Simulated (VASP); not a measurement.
# Ga (C2/c) in VASP: a series of runs

Ga is run at these levels: r2SCAN; tasks: single point.

All numbers are computed with VASP 6.6.1; they aren't measurements. Logs are shortened: lines on timing, memory, paths and dates and some standing lists are left out, and cuts for length are marked.

## 1. The cell of the first run

Symmetry: C2/c, No. 15, monoclinic system. Conventional cell: a = 2.759 Å, b = 7.930 Å, c = 3.318 Å, α = 90.00°, β = 90.15°, γ = 90.00°. Within 3.6 Å of Ga (site symmetry 2) lie 10 Ga at 2.70 to 3.32 Å.

## 2. Single point, r2SCAN

Input file POSCAR:

```
Ga
1.0
    1.3792299136     -3.9650598349      0.0225074878
    1.3792299136      3.9650598349      0.0225074878
   -0.0629347447      0.0000000000      3.3178803193
Ga
2
Direct
    0.8658225691      0.1341774309      0.2500000000
    0.1341774309      0.8658225691      0.7500000000
```

Input file INCAR.step1:

```
SYSTEM = Ga
ALGO = Normal ; EDIFF = 1E-4
ENCUT = 520 ; GGA = PE
ISMEAR = -1 ; LASPH = .True.
LCHARG = .False. ; LREAL = .False.
LWAVE = .True. ; NBANDS = 20
NELM = 100 ; PREC = Accurate
SIGMA = 0.05
```

Input file INCAR.step2:

```
SYSTEM = Ga
ALGO = Normal ; EDIFF = 1E-6
ENCUT = 520 ; ISIF = 2
ISMEAR = -1 ; ISTART = 1
LASPH = .True. ; LCHARG = .False.
LMIXTAU = .True. ; LREAL = .False.
LWAVE = .False. ; METAGGA = R2SCAN
NBANDS = 20 ; NELM = 100
PREC = Accurate ; SIGMA = 0.05
```

Input file KPOINTS:

```
k-points
0
Gamma
  13 13 10
  0 0 0
```

Potentials or basis: VASP PAW PBE potentials, release 64 (Ga_d).

Started as:

```console
$ cat potpaw_PBE.64/Ga_d/POTCAR > POTCAR
$ cp INCAR.step1 INCAR
$ mpirun -np 1 vasp_std > vasp.out
$ cp INCAR.step2 INCAR
$ mpirun -np 1 vasp_std > vasp.out
```

OUTCAR:

```text
SYSTEM = Ga
   EDIFF = 1E-6
   ENCUT = 520
   ISIF = 2
   ISMEAR = -1
   ISTART = 1
   LASPH = .True.
   LREAL = .False.
   METAGGA = R2SCAN
   NELM = 100
   PREC = Accurate

 ion  position               nearest neighbor table
   1  0.866  0.134  0.250-   2 2.70   2 2.70   2 2.83   2 2.83   2 2.84   2 2.84
   2  0.134  0.866  0.750-   1 2.70   1 2.70   1 2.83   1 2.83   1 2.84   1 2.84

  LATTYP: Found a base centered monoclinic cell.
 ALAT       =     2.7588270997
 B/A-ratio  =     2.8744533032
 C/A-ratio  =     1.2028579647
 COS(beta)  =    -0.0026486495

  Lattice vectors:

 A1 = (   1.3792299136,  -3.9650598349,   0.0225074878)
 A2 = (   1.3792299136,   3.9650598349,   0.0225074878)
 A3 = (  -0.0629347447,   0.0000000000,   3.3178803193)

Analysis of symmetry for initial positions (statically):
=====================================================================
 Subroutine PRICEL returns:
 Original cell was already a primitive cell.

 Routine SETGRP: Setting up the symmetry group for a
 base centered monoclinic supercell.

 Subroutine GETGRP returns: Found  4 space group operations
 (whereof  2 operations were pure point group operations)
 out of a pool of  4 trial point group operations.

The static configuration has the point symmetry S_2 .
 The point group associated with its full space group is C_2h.

Analysis of symmetry for dynamics (positions and initial velocities):
=====================================================================
 Subroutine PRICEL returns:
 Original cell was already a primitive cell.

 Routine SETGRP: Setting up the symmetry group for a
 base centered monoclinic supercell.

 Subroutine GETGRP returns: Found  4 space group operations
 (whereof  2 operations were pure point group operations)
 out of a pool of  4 trial point group operations.

The dynamic configuration has the point symmetry S_2 .
 The point group associated with its full space group is C_2h.

 Subroutine INISYM returns: Found  4 space group operations
 (whereof  2 operations are pure point group operations),
 and found     1 'primitive' translations

----------------------------------------------------------------------------------------

                                     Primitive cell

  volume of cell :      36.3004

  direct lattice vectors                    reciprocal lattice vectors
     1.379229914 -3.965059835  0.022507488     0.362408959 -0.126101502  0.006874303
     1.379229914  3.965059835  0.022507488     0.362408959  0.126101502  0.006874303
    -0.062934745  0.000000000  3.317880319    -0.004916944  0.000000000  0.301303982

  length of vectors
     4.198152122  4.198152122  3.318477150     0.383782618  0.383782618  0.301344099

  position of ions in fractional coordinates (direct lattice)
     0.865822569  0.134177431  0.250000000
     0.134177431  0.865822569  0.750000000

  ion indices of the primitive-cell ions
   primitive index   ion index
                 1           1
                 2           2

----------------------------------------------------------------------------------------

 KPOINTS: k-points

Automatic generation of k-mesh.
 Grid dimensions read from file:
 generate k-points for:   13   13   10

 Generating k-lattice:

  Cartesian coordinates                     Fractional coordinates (reciprocal lattice)
     0.027877612 -0.009700116  0.000528793     0.076923077 -0.000000000  0.000000000
     0.027877612  0.009700116  0.000528793    -0.000000000  0.076923077  0.000000000
    -0.000491694  0.000000000  0.030130398    -0.000000000 -0.000000000  0.100000000

  Length of vectors
     0.029521740  0.029521740  0.030134410

  Shift w.r.t. Gamma in fractional coordinates (k-lattice)
     0.000000000  0.000000000  0.000000000

 Subroutine IBZKPT returns following result:
 ===========================================

 Found    462 irreducible k-points:

 Following reciprocal coordinates:
            Coordinates               Weight
  0.000000  0.000000  0.000000      1.000000
  0.076923 -0.000000  0.000000      4.000000
  0.153846  0.000000  0.000000      4.000000
  0.230769 -0.000000  0.000000      4.000000
  0.307692  0.000000  0.000000      4.000000
  0.384615 -0.000000  0.000000      4.000000
[... 16 lines left out ...]
  0.384615  0.153846  0.000000      4.000000
  0.461538  0.153846 -0.000000      4.000000
 [... further k-points ...]
   k-points           NKPTS =    462   k-points in BZ     NKDIM =    462   number of bands    NBANDS=     20
   number of dos      NEDOS =    301   number of ions     NIONS =      2
   total plane-waves  NPLWV =  28672
   dimension x,y,z NGX =    32 NGY =   32 NGZ =   28
   dimension x,y,z NGXF=    64 NGYF=   64 NGZF=   56
   ions per type =               2
   NGX,Y,Z   is equivalent  to a cutoff of  12.67, 12.67, 14.03 a.u.
   NGXF,Y,Z  is equivalent  to a cutoff of  25.34, 25.34, 28.05 a.u.
 SYSTEM =  Ga
   PREC   = accura    normal or accurate (medium, high low for compatibility)
   ISTART =      1    job   : 0-new  1-cont  2-samecut
   ICHARG =      0    charge: 1-file 2-atom 10-const
   ISPIN  =      1    spin polarized calculation?
   LNONCOLLINEAR =      F non collinear calculations
   LSORBIT =      F    spin-orbit coupling
   LASPH  =      T    aspherical Exc in radial PAW
   ENCUT  =  520.0 eV  38.22 Ry    6.18 a.u.   7.81  7.81  6.17*2*pi/ulx,y,z
   NELM   =    100;   NELMIN=  2; NELMDL=  0     # of ELM steps
   EDIFF  = 0.1E-05   stopping-criterion for ELM
   LREAL  =      F    real-space projection
   EDIFFG = 0.1E-04   stopping-criterion for IOM
   NSW    =      0    number of steps for IOM
   IBRION =     -1    ionic relax: 0-MD 1-quasi-New 2-CG
   NFREE  =      0    steps in history (QN), initial steepest desc. (CG)
   ISIF   =      2    stress and relaxation
   ISYM   =      2    0-nonsym 1-usesym 2-fastsym
   POTIM  = 0.5000    time-step for ionic-motion
   TEBEG  =    0.0;   TEEND  =   0.0 temperature during run
   PSTRESS=    0.0 pullay stress
   NELECT =      26.0000    total number of electrons
   NUPDOWN=      -1.0000    fix difference up-down
   EMIN   =  10.00;   EMAX   =-10.00  energy-range for DOS
   EFERMI =   0.00;   METHOD = LEGACY
   ISMEAR =    -1;   SIGMA  =   0.05  broadening in eV -4-tet -1-fermi 0-gaus
   EFERMI_NEDOS =   21; number of points for ismear=-14 and -15
   IALGO  =     38    algorithm
   IMIX   =      4    mixing-type and parameters
     AMIX     =   0.40;   BMIX     =  1.00
     AMIX_MAG =   1.60;   BMIX_MAG =  1.00
  volume/ion in A,a.u.               =      18.15       122.48
  Fermi-wavevector in a.u.,A,eV,Ry     =   1.464745  2.767967 29.191010  2.145479
  Thomas-Fermi vector in A             =   2.580685
   LORBIT       =      0    0 simple, 1 ext, 2 COOP (PROOUT), +10 PAW based schemes
   METAGGA = R2SCAN    functional components
   LHFCALC =     F    Hartree Fock is set to
   AEXX    =    0.0000 exact exchange contribution
   IVDW    =     0    specifies the selected vdW correction
   LEPSILON=     F    determine dielectric tensor
   LRPA    =     F    only Hartree local field effects (RPA)
 non-spin polarized calculation
  energy-cutoff  :      520.00
  volume of cell :       36.30
 maximum number of plane-waves:       996
   NGX = 15   NGY = 15   NGZ = 13

 number of electron      26.0000002 magnetization

 Free energy of the ion-electron system (eV)
  ---------------------------------------------------
  ext. energy  EPLUGINS =         0.00000000
  ---------------------------------------------------
  free energy    TOTEN  =       -22.72994666 eV

  energy without entropy =      -22.72478562  energy(sigma->0) =      -22.72736614

 E-fermi :   5.7723     XC(G=0): -12.2687

 val. band max:        5.7687566399   @ k =  -0.3077   0.4615   0.3000
 cond. band min:       5.7791214159   @ k =   0.2308   0.1538   0.2000
 fundamental gap:      0.0103647760
 Fermi energy:         5.7722647718

 k-point     1 :       0.0000    0.0000    0.0000
  band No.  band energies     occupation
      1      -9.9750      2.00000
      2      -9.9732      2.00000
      3      -9.9063      2.00000
      4      -9.9058      2.00000
      5      -9.6150      2.00000
      6      -9.6101      2.00000
[... 12 lines left out ...]
     19      17.3111      0.00000
     20      19.5726      0.00000

 k-point     2 :       0.0769   -0.0000    0.0000
  band No.  band energies     occupation
      1      -9.9682      2.00000
      2      -9.9631      2.00000
      3      -9.9006      2.00000
      4      -9.8746      2.00000
      5      -9.6265      2.00000
      6      -9.6195      2.00000
[... 12 lines left out ...]
     19      17.6435      0.00000
     20      20.3422      0.00000

 k-point     3 :       0.1538    0.0000    0.0000
  band No.  band energies     occupation
      1      -9.9546      2.00000
      2      -9.9356      2.00000
      3      -9.8653      2.00000
      4      -9.8074      2.00000
      5      -9.6588      2.00000
      6      -9.6469      2.00000
[... 12 lines left out ...]
     19      17.8006      0.00000
     20      21.1301      0.00000

 k-point     4 :       0.2308   -0.0000    0.0000
  band No.  band energies     occupation
      1      -9.9368      2.00000
      2      -9.9043      2.00000
      3      -9.8168      2.00000
      4      -9.7469      2.00000
      5      -9.7058      2.00000
      6      -9.6570      2.00000
[... 12 lines left out ...]
     19      17.9736      0.00000
     20      22.0877      0.00000

 k-point     5 :       0.3077    0.0000    0.0000
  band No.  band energies     occupation
      1      -9.9202      2.00000
      2      -9.8794      2.00000
      3      -9.7908      2.00000
      4      -9.7620      2.00000
      5      -9.7574      2.00000
      6      -9.6340      2.00000
[... 12 lines left out ...]
     19      18.1798      0.00000
     20      20.3731      0.00000

 k-point     6 :       0.3846   -0.0000    0.0000
  band No.  band energies     occupation
      1      -9.9085      2.00000
      2      -9.8792      2.00000
      3      -9.8024      2.00000
      4      -9.7942      2.00000
      5      -9.7670      2.00000
      6      -9.6408      2.00000
[... 12 lines left out ...]
     19      17.7391      0.00000
     20      18.8983      0.00000

 k-point     7 :       0.4615   -0.0000    0.0000
  band No.  band energies     occupation
      1      -9.9018      2.00000
      2      -9.8927      2.00000
      3      -9.8300      2.00000
      4      -9.7930      2.00000
      5      -9.7654      2.00000
      6      -9.6400      2.00000
[... 12 lines left out ...]
     19      16.5017      0.00000
     20      18.5691      0.00000
[... 277 lines left out ...]
 k-point    20 :       0.1538    0.1538   -0.0000
  band No.  band energies     occupation
      1      -9.9400      2.00000
      2      -9.8861      2.00000
      3      -9.8035      2.00000
      4      -9.7256      2.00000
      5      -9.7247      2.00000
      6      -9.6645      2.00000
[... 12 lines left out ...]
     19      19.0673      0.00000
     20      21.3553      0.00000

 k-point    21 :       0.2308    0.1538    0.0000
  band No.  band energies     occupation
      1      -9.9332      2.00000
      2      -9.8640      2.00000
      3      -9.8410      2.00000
      4      -9.7590      2.00000
      5      -9.7259      2.00000
      6      -9.6805      2.00000
[... 12 lines left out ...]
     19      18.7980      0.00000
     20      19.6555      0.00000

 k-point    22 :       0.3077    0.1538    0.0000
  band No.  band energies     occupation
      1      -9.9257      2.00000
      2      -9.8836      2.00000
      3      -9.8305      2.00000
      4      -9.7856      2.00000
      5      -9.7260      2.00000
      6      -9.6753      2.00000
[... 12 lines left out ...]
     19      17.3381      0.00000
     20      18.5003      0.00000

 k-point    23 :       0.3846    0.1538    0.0000
  band No.  band energies     occupation
      1      -9.9120      2.00000
      2      -9.8948      2.00000
      3      -9.8098      2.00000
      4      -9.8000      2.00000
      5      -9.7227      2.00000
      6      -9.6579      2.00000
[... 12 lines left out ...]
     19      17.0232      0.00000
     20      17.6818      0.00000

 k-point    24 :       0.4615    0.1538   -0.0000
  band No.  band energies     occupation
      1      -9.8919      2.00000
      2      -9.8851      2.00000
      3      -9.7998      2.00000
      4      -9.7947      2.00000
      5      -9.7282      2.00000
      6      -9.6396      2.00000
[... 12 lines left out ...]
     19      16.4790      0.00000
     20      17.8463      0.00000

 [... further k-points ...]
[... 5 lines left out ...]
  --------------------------------------------------------------------------------------
  -------------------------------------------------------------------------------------
  Total        0.0100419     -0.0053086     -0.0153813      0.0000000      0.0000000      0.0028648
  in kB        0.4432173     -0.2343034     -0.6788797      0.0000000      0.0000000      0.1264429
  external PRESSURE =      -0.1566553 kB  Pullay stress =       0.0000000 kB

 VOLUME and BASIS-vectors are now :
 -----------------------------------------------------------------------------
  energy-cutoff  :      520.00
  volume of cell :       36.30
      direct lattice vectors                 reciprocal lattice vectors
     1.379229914 -3.965059835  0.022507488     0.362408959 -0.126101502  0.006874303
     1.379229914  3.965059835  0.022507488     0.362408959  0.126101502  0.006874303
    -0.062934745  0.000000000  3.317880319    -0.004916944  0.000000000  0.301303982

 POSITION                                       TOTAL-FORCE (eV/Angst)
 -----------------------------------------------------------------------------------
      1.36350     -2.90102      0.85198        -0.000000     -0.001104      0.000000
      1.33203      2.90102      2.51092         0.000000      0.001104     -0.000000
 -----------------------------------------------------------------------------------
    total drift:                                0.000000     -0.000000      0.000000

  FREE ENERGIE OF THE ION-ELECTRON SYSTEM (eV)
  ---------------------------------------------------
  free  energy   TOTEN  =       -22.7299466596 eV

  energy  without entropy=      -22.7247856171  energy(sigma->0) =      -22.72736614
```

Run time: 6.6 min. Hardware: 1 thread of Intel Xeon 6975P-C (Granite Rapids), shared host; peak memory 0.38 GiB.

Results:

* Free energy: -22.7299 eV
* Pressure: 0.0 GPa
* Band gap on the k mesh: zero (band 13 reaches 9.85 eV, above the bottom of band 14 at 1.22 eV)

Caveat: the PAW data sets were made with another functional, which shifts forces and pressure a little.

## 3. Single point, r2SCAN

Input file POSCAR:

```
Ga
1.0
    1.3794107364     -3.9655580696      0.0220814800
    1.3794107364      3.9655580696      0.0220814800
   -0.0639758243      0.0000000000      3.3179692608
Ga
2
Direct
    0.8658095813      0.1341904187      0.2500000000
    0.1341904187      0.8658095813      0.7500000000
```

Input file INCAR.step1:

```
SYSTEM = Ga
PREC = Accurate ; ENCUT = 520
ISMEAR = -1 ; SIGMA = 0.05
LREAL = .False. ; LASPH = .True.
NELM = 100 ; NBANDS = 20
GGA = PE ; ALGO = Normal
EDIFF = 1E-4 ; LWAVE = .True.
LCHARG = .False.
```

Input file INCAR.step2:

```
SYSTEM = Ga
PREC = Accurate ; ENCUT = 520
EDIFF = 1E-6 ; ISMEAR = -1
SIGMA = 0.05 ; LREAL = .False.
LASPH = .True. ; NELM = 100
ALGO = Normal ; ISIF = 2
LWAVE = .False. ; LCHARG = .True.
METAGGA = R2SCAN ; LMIXTAU = .True.
LELF = .True. ; LVHAR = .True.
NBANDS = 20 ; ISTART = 1
```

Input file KPOINTS:

```
Automatic mesh
0
Gamma
  13 13 10
  0 0 0
```

Potentials or basis: VASP PAW PBE potentials, release 64 (Ga_d).

Started as:

```console
$ cat potpaw_PBE.64/Ga_d/POTCAR > POTCAR
$ cp INCAR.step1 INCAR
$ mpirun -np 1 vasp_std > vasp.out
$ cp INCAR.step2 INCAR
$ mpirun -np 1 vasp_std > vasp.out
```

It took 7.2 min on 1 thread of Intel Xeon 6975P-C (Granite Rapids), shared host; peak memory 0.38 GiB.

It converged, with:

| Quantity | Value |
| --- | --- |
| Free energy | -22.7299 eV |
| Pressure | 0.0 GPa |
| Band gap on the k mesh | zero (band 13 reaches 9.84 eV, above the bottom of band 14 at 1.22 eV) |

Stress tensor (GPa, compression positive):
```
 0.03  0.00  0.02
 0.00 -0.04  0.00
 0.02  0.00 -0.08
```

Levels at points of the mesh, in eV from the Fermi level:
| k point | band 11 | band 12 | band 13 | band 14 | band 15 | band 16 |
| --- | --- | --- | --- | --- | --- | --- |
| (0.00, 0.00, 0.00) | -12.00 | -2.23 | -1.32 | 1.54 | 5.76 | 10.04 |
| (0.00, 0.00, 0.50) | -8.32 | -8.32 | 1.76 | 1.76 | 2.99 | 2.99 |

Caveat: the PAW data sets were made with another functional, which shifts forces and pressure a little.
